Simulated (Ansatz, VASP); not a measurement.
Given: the input of a run of Ansatz 0.2.0 on Sb.

Contents of input.yaml:

```yaml
crystal:
  lattice:
    - [-4.002962778, 4.002962778, 2.0118924237]
    - [4.002962778, -4.002962778, 2.0118924237]
    - [4.002962778, 4.002962778, -2.0118924237]
  atoms:
    - { symbol: Sb, position: [0.65126306, 0.15126306, 0.80252612] }
    - { symbol: Sb, position: [0.15126306, 0.34873694, 0.5] }
    - { symbol: Sb, position: [0.34873694, 0.84873694, 0.19747388] }
    - { symbol: Sb, position: [0.84873694, 0.65126306, 0.5] }
kpoints:
  mp_grid: { grid: [7, 7, 7] }
scf:
  occupations: { method: fermi_dirac, width: 0.05 }
hamiltonian:
  xc: lda
  pseudopotentials: { kind: all_electron, lapw: { basis_error: 0.002 } }
output:
  forces: true
  stress: true
  eigenvalues: true
```

Potentials or basis: all-electron LAPW, scalar-relativistic.

Command:

```bash
$ ansatz run input.yaml --threads 2 --pin off --max-ram 8192MiB --backend cpu --events-out ev --progress --plain --runs-dir out
```

Q: Translate it to VASP 6.6.1. Potentials there: VASP PAW LDA potentials, release 64 (Sb).

A: As run (the cutoff follows the program's own potentials):

File INCAR:

```
  ALGO = Normal
  EDIFF = 1E-6
  ENCUT = 520
  ISIF = 2
  ISMEAR = -1
  LASPH = T
  LCHARG = F
  LREAL = F
  LWAVE = F
  NBANDS = 18
  NELM = 80
  PREC = Accurate
  SIGMA = 0.05
```

KPOINTS

```
k-points
0
Gamma
  7 7 7
```

The input POSCAR:

```
Sb
1.0
   -4.0029627780      4.0029627780      2.0118924237
    4.0029627780     -4.0029627780      2.0118924237
    4.0029627780      4.0029627780     -2.0118924237
Sb
4
Direct
    0.6512630600      0.1512630600      0.8025261200
    0.1512630600      0.3487369400      0.5000000000
    0.3487369400      0.8487369400      0.1974738800
    0.8487369400      0.6512630600      0.5000000000
```

Potentials or basis: VASP PAW LDA potentials, release 64 (Sb).

Command:

```bash
$ cat potpaw_LDA.64/Sb/POTCAR > POTCAR
$ mpirun -np 1 vasp_std > vasp.out
```

Both were run:

|  | VASP | Ansatz | Ansatz less VASP |
| --- | --- | --- | --- |
| gap on the k mesh at the Fermi level (eV) | none | none | - |
| pressure (GPa) | -0.6 | -0.8 | -0.13 |
| traceless stress, the component that is largest in VASP (GPa) | 0.19 | 0.14 | -0.046 |
| rms of the force components (eV/Å) | 0.008 | 0.006 | -0.0018 |

LDA's correlation is that of Perdew and Zunger in VASP and of Perdew and Wang (1992) in Ansatz. Atom by atom the forces differ by 0.002 eV/Å (rms over components). A gap of «none» marks a metal or a gap that the smearing closes. Ansatz ran all-electron here, and VASP with PAW potentials.

Neither program's run includes spin-orbit coupling.
